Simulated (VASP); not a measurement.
Here is a VASP 6.6.1 calculation.

File INCAR:

```
SYSTEM = Si2W
PREC = Accurate
ENCUT = 520
EDIFF = 1E-6
ISMEAR = 0
SIGMA = 0.1
LREAL = .FALSE.
LASPH = .TRUE.
NELM = 60
ALGO = Normal
ISIF = 2
LWAVE = .FALSE.
LCHARG = .FALSE.
GGA = CA
NBANDS = 18
```

Contents of KPOINTS:

```
Automatic mesh
0
G
  18 18 18
  0 0 0
```

The input POSCAR:

```
Si2W
1.0
   -1.5926919218      1.5926919218      3.8858369306
    1.5926919218     -1.5926919218      3.8858369306
    1.5926919218      1.5926919218     -3.8858369306
Si W
2 1
Direct
    0.3346694301      0.3346694301      0.0000000000
    0.6653305699      0.6653305699      0.0000000000
    0.0000000000      0.0000000000      0.0000000000
```

Potentials or basis: VASP PAW LDA potentials, release 64 (Si, W_sv).

Run with:

```sh
$ cat potpaw_LDA.64/Si/POTCAR potpaw_LDA.64/W_sv/POTCAR > POTCAR
$ mpirun -np 1 vasp_std > vasp.out
```

(1) Estimate the band gap on the k mesh.

(2) What does it give for the pressure?

(3) Predict the largest force.

Answers

(1) zero (band 11 reaches 13.02 eV, above the bottom of band 12 at 11.70 eV).

(2) 0.8 GPa.

(3) 0.009 eV/Å.

Caveat: spin-orbit coupling is left out, which moves the levels of the heavy elements.
